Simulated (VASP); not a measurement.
A run of VASP 6.6.1:

The input INCAR:

```
  ALGO = Normal
  EDIFF = 1E-6
  EDIFFG = -0.04
  ENCUT = 600
  GGA = PE
  IBRION = 2
  ISIF = 3
  ISMEAR = 0
  LASPH = True
  LCHARG = False
  LREAL = False
  LWAVE = False
  NELM = 60
  NSW = 90
  PREC = Accurate
  SIGMA = 0.1
```

Contents of KPOINTS:

```
k-points
0
Gamma
  6 6 6
```

Contents of POSCAR:

```
BO
1.0
    1.3290808100      0.7673451600      2.2462279400
   -1.3290808100      0.7673451600      2.2462279400
    0.0000000000     -1.5346903200      2.2462279400
B O
1 1
Direct
    0.2421703400      0.2421703400      0.2421703400
    0.0000000000      0.0000000000      0.0000000000
```

Potentials or basis: VASP PAW PBE potentials, release 64 (B, O).

Run with:

```sh
$ cat potpaw_PBE.64/B/POTCAR potpaw_PBE.64/O/POTCAR > POTCAR
$ mpirun -np 1 vasp_std > vasp.out
```

Hardware: 1 thread of Oxide Virtual Turin-like Processor, with other jobs on the host.

Task: How long does it take, and how much memory?

Result: Run time: 64 s on 1 thread of Oxide Virtual Turin-like Processor, on a shared host, peak memory 0.1 GiB. Counts: scf iterations 112, k points 32, ion steps 17.
